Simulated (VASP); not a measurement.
Input of a VASP 6.6.1 run:

The input INCAR:

```
SYSTEM = Cr
  PREC = Accurate
  ENCUT = 520
  EDIFF = 1E-6
  ISMEAR = 0
  SIGMA = 0.15
  LREAL = .False.
  LASPH = .True.
  NELM = 60
  ALGO = Fast
  ISIF = 2
  LWAVE = .False.
  LCHARG = .False.
  GGA = PS
  NBANDS = 12
```

File KPOINTS:

```
regular mesh
0
Gamma
  24 24 24
  0 0 0
```

The input POSCAR:

```
Cr
1.0
   -1.5140475000      1.5140475000      1.4059012500
    1.5140475000     -1.5140475000      1.4059012500
    1.5140475000      1.5140475000     -1.4059012500
Cr
1
Direct
    0.0000000000      0.0000000000      0.0000000000
```

Potentials or basis: VASP PAW PBE potentials, release 64 (Cr_pv).

Command:

```sh
$ cat potpaw_PBE.64/Cr_pv/POTCAR > POTCAR
$ mpirun -np 1 vasp_std > vasp.out
```

(1) Estimate the pressure.

(2) What does it give for the band gap on the k mesh?

Answers

(1) -29.6 GPa.

(2) zero (band 6 reaches 11.42 eV, above the bottom of band 7 at 8.62 eV).

Caveat: the cell differs from its parent crystal (strain +0.050 along x and y, -0.025 along z); the PAW data sets were made with another functional, which shifts forces and pressure a little; the run has no spin polarisation, though such a crystal can be magnetic.
